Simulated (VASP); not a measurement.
Here is a VASP 6.6.1 calculation.

INCAR

```
  ALGO = Normal
  EDIFF = 1E-6
  ENCUT = 520
  GGA = PS
  ISIF = 2
  ISMEAR = 0
  LASPH = T
  LCHARG = F
  LREAL = F
  LWAVE = F
  NBANDS = 16
  NELM = 100
  PREC = Accurate
  SIGMA = 0.05
```

The input KPOINTS:

```
k-points
0
Gamma
  9 9 6
```

The input POSCAR:

```
MgO
1.0
    3.4947663883      0.0000000000      0.0000000000
   -1.7473831942      3.0265564725      0.0000000000
    0.0000000000      0.0000000000      4.1947132285
Mg O
2 2
Direct
    0.6666666667      0.3333333333      0.7500000000
    0.3333333333      0.6666666667      0.2500000000
    0.6666666667      0.3333333333      0.2500000000
    0.3333333333      0.6666666667      0.7500000000
```

Potentials or basis: VASP PAW PBE potentials, release 64 (Mg, O).

Command:

```console
$ cat potpaw_PBE.64/Mg/POTCAR potpaw_PBE.64/O/POTCAR > POTCAR
$ mpirun -np 1 vasp_std > vasp.out
```

(1) Predict the pressure.

(2) Estimate the band gap on the k mesh.

## Answers

(1) -0.4 GPa.

(2) 3.27 eV, direct.

Caveat: the PAW data sets were made with another functional, which shifts forces and pressure a little.
